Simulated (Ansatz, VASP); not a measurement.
**SiC: VASP beside Ansatz**

The input POSCAR:

```
SiC
1.0
    0.0000000000      2.1784203227      2.1784203227
    2.1784203227      0.0000000000      2.1784203227
    2.1784203227      2.1784203227      0.0000000000
Si C
1 1
Direct
    0.0000000000      0.0000000000      0.0000000000
    0.2500000000      0.2500000000      0.2500000000
```

File INCAR.step1:

```
PREC = Accurate ; ENCUT = 520
EDIFF = 1E-5 ; ISMEAR = 0
SIGMA = 0.01 ; LREAL = F
LASPH = T ; NELM = 80
ALGO = Normal ; ISIF = 2
LWAVE = T ; LCHARG = F
GGA = PE ; NBANDS = 11
```

Contents of INCAR.step2:

```
PREC = Accurate ; ENCUT = 520
EDIFF = 1E-6 ; ISMEAR = 0
SIGMA = 0.01 ; LREAL = F
LASPH = T ; NELM = 80
ALGO = Normal ; ISIF = 2
LWAVE = F ; LCHARG = F
GGA = PE ; LHFCALC = T
AEXX = 1.0 ; ALDAC = 0.0
AGGAC = 0.0 ; PRECFOCK = Normal
ISTART = 1 ; NBANDS = 11
```

Contents of KPOINTS:

```
regular mesh
0
Gamma
  6 6 6
```

Input for Ansatz:

```yaml
crystal:
  lattice:
    - [0.0, 2.1784203227, 2.1784203227]
    - [2.1784203227, 0.0, 2.1784203227]
    - [2.1784203227, 2.1784203227, 0.0]
  atoms:
    - { symbol: Si, position: [0.0, 0.0, 0.0] }
    - { symbol: C, position: [0.25, 0.25, 0.25] }
basis:
  ecutwfc: 420
kpoints:
  mp_grid: { grid: [6, 6, 6] }
  band_path:
    path:
      - [0.0, 0.0, 0.0]
      - [-0.5, -0.5, 0.0]
      - [-0.375, -0.375, 0.25]
      - [-0.375, 0.0, 0.375]
      - [0.0, 0.0, 0.5]
      - [-0.5, -0.25, 0.25]
      - [0.0, 0.5, 0.5]
    npoints: 1
hamiltonian:
  xc: hf
scf:
  occupations: { method: fixed }
  n_extra_bands: 4
output:
  eigenvalues: true
```

Alike in both runs: task single point; functional HF; k mesh 6 × 6 × 6; no spin polarisation.

|  | VASP | Ansatz |
| --- | --- | --- |
| version | VASP 6.6.1 | Ansatz 0.2.0 |
| potentials or method | VASP PAW PBE potentials, release 64 (Si, C), cutoff 520 eV | scalar-relativistic, plane waves, PAW |
| occupations | gaussian, width 0.01 eV | fixed |
| valence electrons in the cell | 8 | 8 |

Ansatz gave:

- gap on the k mesh at the Fermi level (eV): 8.68
- least direct gap on the mesh (eV): 12.97

Estimate VASP's values.

gap on the k mesh at the Fermi level (eV): 8.78; least direct gap on the mesh (eV): 13.11.

VASP's potentials were made for PBE, not for HF.
